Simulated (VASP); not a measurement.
# BeS (P6_3/mmc) in VASP: settings compared

BeS is run at these levels: PBE, HSE06; tasks: single point.

Everything below comes from runs of VASP 6.6.1. Logs are shortened: lines on timing, memory, paths and dates and some standing lists are left out, and cuts for length are marked.

### Step 1. The cell of the first run

The structure is hexagonal, space group P6_3/mmc (No. 194). The conventional cell has a = 3.300 Å, b = 3.300 Å, c = 5.255 Å, α = 90.00°, β = 90.00°, γ = 120.00°. Within 3.1 Å of Be (site symmetry -3m) lie 6 S at 2.31 Å and 2 Be at 2.63 Å. Within 3.1 Å of S (site symmetry -6m2) lie 6 Be at 2.31 Å.

### Step 2. Single point, PBE

INCAR

```
PREC     = Accurate       # precision mode
ENCUT    = 520            # plane-wave cutoff, eV
EDIFF    = 1E-6           # SCF threshold, eV
ISMEAR   = 0              # smearing method
SIGMA    = 0.01           # smearing width, eV
LREAL    = F              # projectors in reciprocal space
LASPH    = T              # aspherical terms in the spheres
NELM     = 100            # most SCF steps
ALGO     = Normal         # electronic algorithm
ISIF     = 2              # what is computed and relaxed
LWAVE    = F              # write WAVECAR
LCHARG   = F              # write CHGCAR
GGA      = PE             # functional
NBANDS   = 16             # bands
```

KPOINTS

```
Automatic mesh
0
Gamma
  6 6 4
```

POSCAR

```
BeS
1.0
    3.3002359560      0.0000000000      0.0000000000
   -1.6501179780      2.8580881764      0.0000000000
    0.0000000000      0.0000000000      5.2552221102
Be S
2 2
Direct
    0.0000000000      0.0000000000      0.0000000000
    0.0000000000      0.0000000000      0.5000000000
    0.3333333333      0.6666666667      0.2500000000
    0.6666666667      0.3333333333      0.7500000000
```

Potentials or basis: VASP PAW PBE potentials, release 64 (Be, S).

Command:

```bash
cat potpaw_PBE.64/Be/POTCAR potpaw_PBE.64/S/POTCAR > POTCAR
mpirun -np 1 vasp_std > vasp.out
```

OUTCAR:

```text
PREC = Accurate
   ENCUT = 520
   EDIFF = 1E-6
   ISMEAR = 0
   LREAL = F
   LASPH = T
   NELM = 100
   ISIF = 2
   GGA = PE

 ion  position               nearest neighbor table
   1  0.000  0.000  0.000-   3 2.31   4 2.31   4 2.31   3 2.31   4 2.31   3 2.31
   2  0.000  0.000  0.500-   3 2.31   4 2.31   4 2.31   3 2.31   4 2.31   3 2.31
   3  0.333  0.667  0.250-   1 2.31   2 2.31   1 2.31   2 2.31   1 2.31   2 2.31
   4  0.667  0.333  0.750-   1 2.31   2 2.31   1 2.31   2 2.31   1 2.31   2 2.31

  LATTYP: Found a hexagonal cell.
 ALAT       =     3.3002359560
 C/A-ratio  =     1.5923776906

  Lattice vectors:

 A1 = (   3.3002359560,   0.0000000000,   0.0000000000)
 A2 = (  -1.6501179780,   2.8580881764,   0.0000000000)
 A3 = (   0.0000000000,   0.0000000000,   5.2552221102)

Analysis of symmetry for initial positions (statically):
=====================================================================
 Subroutine PRICEL returns:
 Original cell was already a primitive cell.

 Routine SETGRP: Setting up the symmetry group for a
 hexagonal supercell.

 Subroutine GETGRP returns: Found 24 space group operations
 (whereof 12 operations were pure point group operations)
 out of a pool of 24 trial point group operations.

The static configuration has the point symmetry D_3d.
 The point group associated with its full space group is D_6h.

Analysis of symmetry for dynamics (positions and initial velocities):
=====================================================================
 Subroutine PRICEL returns:
 Original cell was already a primitive cell.

 Routine SETGRP: Setting up the symmetry group for a
 hexagonal supercell.

 Subroutine GETGRP returns: Found 24 space group operations
 (whereof 12 operations were pure point group operations)
 out of a pool of 24 trial point group operations.

The dynamic configuration has the point symmetry D_3d.
 The point group associated with its full space group is D_6h.

 Subroutine INISYM returns: Found 24 space group operations
 (whereof 12 operations are pure point group operations),
 and found     1 'primitive' translations

----------------------------------------------------------------------------------------

                                     Primitive cell

  volume of cell :      49.5692

  direct lattice vectors                    reciprocal lattice vectors
     3.300235956  0.000000000  0.000000000     0.303008637  0.174942118  0.000000000
    -1.650117978  2.858088176  0.000000000     0.000000000  0.349884237  0.000000000
     0.000000000  0.000000000  5.255222110     0.000000000  0.000000000  0.190286914

  length of vectors
     3.300235956  3.300235956  5.255222110     0.349884237  0.349884237  0.190286914

  position of ions in fractional coordinates (direct lattice)
     0.000000000  0.000000000  0.000000000
     0.000000000  0.000000000  0.500000000
     0.333333333  0.666666667  0.250000000
     0.666666667  0.333333333  0.750000000

  ion indices of the primitive-cell ions
   primitive index   ion index
                 1           1
                 2           2
                 3           3
                 4           4

----------------------------------------------------------------------------------------

 KPOINTS: Automatic mesh

Automatic generation of k-mesh.
 Grid dimensions read from file:
 generate k-points for:    6    6    4

 Generating k-lattice:

  Cartesian coordinates                     Fractional coordinates (reciprocal lattice)
     0.050501440  0.029157020  0.000000000     0.166666667  0.000000000  0.000000000
     0.000000000  0.058314039  0.000000000     0.000000000  0.166666667  0.000000000
     0.000000000  0.000000000  0.047571729     0.000000000  0.000000000  0.250000000

  Length of vectors
     0.058314039  0.058314039  0.047571729

  Shift w.r.t. Gamma in fractional coordinates (k-lattice)
     0.000000000  0.000000000  0.000000000

 Subroutine IBZKPT returns following result:
 ===========================================

 Found     21 irreducible k-points:

 Following reciprocal coordinates:
            Coordinates               Weight
  0.000000  0.000000  0.000000      1.000000
  0.166667 -0.000000  0.000000      6.000000
  0.333333 -0.000000  0.000000      6.000000
  0.500000 -0.000000  0.000000      3.000000
  0.166667  0.166667  0.000000      6.000000
  0.333333  0.166667  0.000000     12.000000
[... 13 lines left out ...]
  0.333333  0.166667  0.500000     12.000000
  0.333333  0.333333  0.500000      2.000000
   k-points           NKPTS =     21   k-points in BZ     NKDIM =     21   number of bands    NBANDS=     16
   number of dos      NEDOS =    301   number of ions     NIONS =      4
   total plane-waves  NPLWV =  31360
   dimension x,y,z NGX =    28 NGY =   28 NGZ =   40
   dimension x,y,z NGXF=    56 NGYF=   56 NGZF=   80
   ions per type =               2   2
   NGX,Y,Z   is equivalent  to a cutoff of  14.10, 14.10, 12.65 a.u.
   NGXF,Y,Z  is equivalent  to a cutoff of  28.21, 28.21, 25.31 a.u.
 SYSTEM =  unknown system
   PREC   = accura    normal or accurate (medium, high low for compatibility)
   ISTART =      0    job   : 0-new  1-cont  2-samecut
   ICHARG =      2    charge: 1-file 2-atom 10-const
   ISPIN  =      1    spin polarized calculation?
   LNONCOLLINEAR =      F non collinear calculations
   LSORBIT =      F    spin-orbit coupling
   LASPH  =      T    aspherical Exc in radial PAW
   ENCUT  =  520.0 eV  38.22 Ry    6.18 a.u.   6.14  6.14  9.77*2*pi/ulx,y,z
   NELM   =    100;   NELMIN=  2; NELMDL= -5     # of ELM steps
   EDIFF  = 0.1E-05   stopping-criterion for ELM
   LREAL  =      F    real-space projection
   EDIFFG = 0.1E-04   stopping-criterion for IOM
   NSW    =      0    number of steps for IOM
   IBRION =     -1    ionic relax: 0-MD 1-quasi-New 2-CG
   NFREE  =      0    steps in history (QN), initial steepest desc. (CG)
   ISIF   =      2    stress and relaxation
   ISYM   =      2    0-nonsym 1-usesym 2-fastsym
   POTIM  = 0.5000    time-step for ionic-motion
   TEBEG  =    0.0;   TEEND  =   0.0 temperature during run
   PSTRESS=    0.0 pullay stress
   NELECT =      16.0000    total number of electrons
   NUPDOWN=      -1.0000    fix difference up-down
   EMIN   =  10.00;   EMAX   =-10.00  energy-range for DOS
   EFERMI =   0.00;   METHOD = LEGACY
   ISMEAR =     0;   SIGMA  =   0.01  broadening in eV -4-tet -1-fermi 0-gaus
   EFERMI_NEDOS =   21; number of points for ismear=-14 and -15
   IALGO  =     38    algorithm
   IMIX   =      4    mixing-type and parameters
     AMIX     =   0.40;   BMIX     =  1.00
     AMIX_MAG =   1.60;   BMIX_MAG =  1.00
  volume/ion in A,a.u.               =      12.39        83.63
  Fermi-wavevector in a.u.,A,eV,Ry     =   1.122994  2.122152 17.158531  1.261116
  Thomas-Fermi vector in A             =   2.259658
   LORBIT       =      0    0 simple, 1 ext, 2 COOP (PROOUT), +10 PAW based schemes
   GGA     = PE    functional components
   LHFCALC =     F    Hartree Fock is set to
   AEXX    =    0.0000 exact exchange contribution
   IVDW    =     0    specifies the selected vdW correction
   LEPSILON=     F    determine dielectric tensor
   LRPA    =     F    only Hartree local field effects (RPA)
 non-spin polarized calculation
 Gauss-broadening in eV      SIGMA  =   0.01
  energy-cutoff  :      520.00
  volume of cell :       49.57
 maximum number of plane-waves:      1347
 NGX is ok and might be reduce to    28
   NGX = 13   NGY = 13   NGZ = 19

 number of electron      16.0000002 magnetization

 Free energy of the ion-electron system (eV)
  ---------------------------------------------------
  ext. energy  EPLUGINS =         0.00000000
  ---------------------------------------------------
  free energy    TOTEN  =       -17.95518226 eV

  energy without entropy =      -17.95518226  energy(sigma->0) =      -17.95518226

 E-fermi :   6.7978     XC(G=0): -10.6024

 val. band max:        6.7063263409   @ k =   0.0000   0.0000   0.0000
 cond. band min:       8.1704567531   @ k =   0.3333   0.3333   0.0000
 fundamental gap:      1.4641304121
 Fermi energy:         6.7977519676

 k-point     1 :       0.0000    0.0000    0.0000
  band No.  band energies     occupation
      1      -8.5026      2.00000
      2      -6.1430      2.00000
      3      -0.4974      2.00000
      4       5.9205      2.00000
      5       5.9205      2.00000
      6       5.9543      2.00000
[... 8 lines left out ...]
     15      15.1711      0.00000
     16      16.1594      0.00000

 k-point     2 :       0.1667   -0.0000    0.0000
  band No.  band energies     occupation
      1      -8.1472      2.00000
      2      -5.8713      2.00000
      3      -0.1468      2.00000
      4       3.3747      2.00000
      5       4.6731      2.00000
      6       4.8247      2.00000
[... 8 lines left out ...]
     15      14.7852      0.00000
     16      15.8563      0.00000

 k-point     3 :       0.3333   -0.0000    0.0000
  band No.  band energies     occupation
      1      -7.1783      2.00000
      2      -5.3348      2.00000
      3       0.7753      2.00000
      4       0.8430      2.00000
      5       2.3205      2.00000
      6       3.6472      2.00000
[... 8 lines left out ...]
     15      16.0547      0.00000
     16      17.0418      0.00000

 k-point     4 :       0.5000   -0.0000    0.0000
  band No.  band energies     occupation
      1      -6.3039      2.00000
      2      -5.3197      2.00000
      3       0.0441      2.00000
      4       0.8233      2.00000
      5       1.7905      2.00000
      6       3.2756      2.00000
[... 8 lines left out ...]
     15      17.8895      0.00000
     16      18.2022      0.00000
[... 267 lines left out ...]
 k-point    19 :       0.1667    0.1667    0.5000
  band No.  band energies     occupation
      1      -6.6516      2.00000
      2      -6.6516      2.00000
      3       1.7607      2.00000
      4       1.7607      2.00000
      5       3.2614      2.00000
      6       3.2614      2.00000
[... 8 lines left out ...]
     15      15.7852      0.00000
     16      15.7852      0.00000

 k-point    20 :       0.3333    0.1667    0.5000
  band No.  band energies     occupation
      1      -5.8214      2.00000
      2      -5.8214      2.00000
      3       0.1569      2.00000
      4       0.1569      2.00000
      5       2.4541      2.00000
      6       2.4541      2.00000
[... 8 lines left out ...]
     15      16.9328      0.00000
     16      16.9328      0.00000

 k-point    21 :       0.3333    0.3333    0.5000
  band No.  band energies     occupation
      1      -5.4816      2.00000
      2      -5.4816      2.00000
      3       0.6656      2.00000
      4       0.6656      2.00000
      5       0.6892      2.00000
      6       0.6892      2.00000
[... 8 lines left out ...]
     15      17.1109      0.00000
     16      17.1109      0.00000

------------------------ aborting loop because EDIFF is reached ----------------------------------------

  FORCE on cell =-STRESS in cart. coord.  units (eV):
  Direction    XX          YY          ZZ          XY          YZ          ZX
  --------------------------------------------------------------------------------------
  -------------------------------------------------------------------------------------
  Total        0.0037350      0.0037350     -0.1671572     -0.0000000      0.0000000      0.0000000
  in kB        0.1207219      0.1207219     -5.4028626     -0.0000000      0.0000000      0.0000000
  external PRESSURE =      -1.7204730 kB  Pullay stress =       0.0000000 kB

 VOLUME and BASIS-vectors are now :
 -----------------------------------------------------------------------------
  energy-cutoff  :      520.00
  volume of cell :       49.57
      direct lattice vectors                 reciprocal lattice vectors
     3.300235956  0.000000000  0.000000000     0.303008637  0.174942118  0.000000000
    -1.650117978  2.858088176  0.000000000     0.000000000  0.349884237  0.000000000
     0.000000000  0.000000000  5.255222110     0.000000000  0.000000000  0.190286914

 POSITION                                       TOTAL-FORCE (eV/Angst)
 -----------------------------------------------------------------------------------
      0.00000      0.00000      0.00000        -0.000000      0.000000     -0.000000
      0.00000      0.00000      2.62761         0.000000      0.000000     -0.000000
     -0.00000      1.90539      1.31381        -0.000000     -0.000000     -0.000000
      1.65012      0.95270      3.94142         0.000000      0.000000      0.000000
 -----------------------------------------------------------------------------------
    total drift:                                0.000000     -0.000000     -0.000000

  FREE ENERGIE OF THE ION-ELECTRON SYSTEM (eV)
  ---------------------------------------------------
  free  energy   TOTEN  =       -17.9551822551 eV

  energy  without entropy=      -17.9551822551  energy(sigma->0) =      -17.95518226
```

Run time: 19 s. Hardware: 1 thread of AMD EPYC 7R43 (Zen 3), shared host; peak memory 0.14 GiB.

What came out:

```yaml
Free_energy: -17.9552 eV
Pressure: -0.2 GPa
Band_gap_on_the_k_mesh: 1.46 eV (least direct gap 3.46 eV)
```

A k mesh can miss the band edges.

### Step 3. Single point, HSE06

POSCAR is that of step 2.

INCAR.step1

```
SYSTEM = BeS
PREC = Accurate
ENCUT = 520
EDIFF = 1E-5
ISMEAR = 0
SIGMA = 0.01
LREAL = .False.
LASPH = .True.
NELM = 80
ALGO = Normal
ISIF = 2
LWAVE = .True.
NBANDS = 16
GGA = PE
```

INCAR.step2

```
SYSTEM = BeS
PREC = Accurate
ENCUT = 520
EDIFF = 1E-6
ISMEAR = 0
SIGMA = 0.01
LREAL = .False.
LASPH = .True.
NELM = 80
ALGO = Normal
ISIF = 2
LWAVE = .False.
LCHARG = .True.
GGA = PE
LHFCALC = .True.
HFSCREEN = 0.2079
PRECFOCK = Normal
LELF = .True.
LVHAR = .True.
NBANDS = 16
ISTART = 1
```

KPOINTS

```
regular mesh
0
Gamma
  6 6 2
  0 0 0
```

Potentials or basis: VASP PAW PBE potentials, release 64 (Be, S).

Command:

```bash
cat potpaw_PBE.64/Be/POTCAR potpaw_PBE.64/S/POTCAR > POTCAR
cp INCAR.step1 INCAR
mpirun -np 1 vasp_std > vasp.out
cp INCAR.step2 INCAR
mpirun -np 1 vasp_std > vasp.out
```

OUTCAR:

```text
SYSTEM = BeS
   PREC = Accurate
   ENCUT = 520
   EDIFF = 1E-6
   ISMEAR = 0
   LREAL = .False.
   LASPH = .True.
   NELM = 80
   ISIF = 2
   GGA = PE
   LHFCALC = .True.
   HFSCREEN = 0.2079
   PRECFOCK = Normal
   ISTART = 1

 ion  position               nearest neighbor table
   1  0.000  0.000  0.000-   3 2.31   4 2.31   4 2.31   3 2.31   4 2.31   3 2.31
   2  0.000  0.000  0.500-   3 2.31   4 2.31   4 2.31   3 2.31   4 2.31   3 2.31
   3  0.333  0.667  0.250-   1 2.31   2 2.31   1 2.31   2 2.31   1 2.31   2 2.31
[... 467 lines left out ...]
  --------------------------------------------------------------------------------------
  -------------------------------------------------------------------------------------
  Total       -0.5958615     -0.5958615     -0.5751190     -0.0000000      0.0000000      0.0000000
  in kB      -19.2594634    -19.2594634    -18.5890236     -0.0000000      0.0000000      0.0000000
  external PRESSURE =     -19.0359835 kB  Pullay stress =       0.0000000 kB

 VOLUME and BASIS-vectors are now :
 -----------------------------------------------------------------------------
  energy-cutoff  :      520.00
  volume of cell :       49.57
      direct lattice vectors                 reciprocal lattice vectors
     3.300235956  0.000000000  0.000000000     0.303008637  0.174942118  0.000000000
    -1.650117978  2.858088176  0.000000000     0.000000000  0.349884237  0.000000000
     0.000000000  0.000000000  5.255222110     0.000000000  0.000000000  0.190286914

 POSITION                                       TOTAL-FORCE (eV/Angst)
 -----------------------------------------------------------------------------------
      0.00000      0.00000      0.00000         0.000000      0.000000      0.000000
      0.00000      0.00000      2.62761         0.000000      0.000000      0.000000
     -0.00000      1.90539      1.31381        -0.000000     -0.000000      0.000000
      1.65012      0.95270      3.94142         0.000000      0.000000      0.000000
 -----------------------------------------------------------------------------------
    total drift:                                0.000000      0.000000     -0.000000

  FREE ENERGIE OF THE ION-ELECTRON SYSTEM (eV)
  ---------------------------------------------------
  free  energy   TOTEN  =       -20.5616516621 eV

  energy  without entropy=      -20.5616516621  energy(sigma->0) =      -20.56165166
```

OSZICAR.step1:

```text
N       E                     dE             d eps       ncg     rms          rms(c)
DAV:   1     0.508464441197E+02    0.50846E+02   -0.69766E+03   448   0.883E+02
DAV:   2    -0.142678410334E+02   -0.65114E+02   -0.57915E+02   648   0.153E+02
DAV:   3    -0.180561690438E+02   -0.37883E+01   -0.37512E+01   584   0.406E+01
DAV:   4    -0.181020942157E+02   -0.45925E-01   -0.45907E-01   576   0.522E+00
DAV:   5    -0.181029720140E+02   -0.87780E-03   -0.87778E-03   592   0.706E-01    0.944E+00
DAV:   6    -0.179657082906E+02    0.13726E+00   -0.16490E-01   576   0.215E+00    0.627E+00
DAV:   7    -0.179547757522E+02    0.10933E-01   -0.12245E-01   608   0.193E+00    0.105E+00
DAV:   8    -0.179506997256E+02    0.40760E-02   -0.13180E-02   536   0.652E-01    0.120E-01
DAV:   9    -0.179507533883E+02   -0.53663E-04   -0.85041E-04   608   0.179E-01    0.239E-02
DAV:  10    -0.179507705382E+02   -0.17150E-04   -0.23069E-05   528   0.331E-02    0.133E-02
DAV:  11    -0.179507769867E+02   -0.64485E-05   -0.78815E-06   360   0.205E-02
   1 F= -.17950777E+02 E0= -.17950777E+02  d E =-.333753E-61
```

Run time: 13 min. Hardware: 1 thread of AMD EPYC 7R43 (Zen 3), shared host; peak memory 0.24 GiB.

Results:

| Quantity | Value |
| --- | --- |
| Free energy | -20.5617 eV |
| Pressure | -1.9 GPa |
| Band gap on the k mesh | 2.26 eV (least direct gap 4.43 eV) |

Caveat: the k points lie up to 0.60 Å⁻¹ apart; the PAW data sets were made with another functional, which shifts forces and pressure a little.
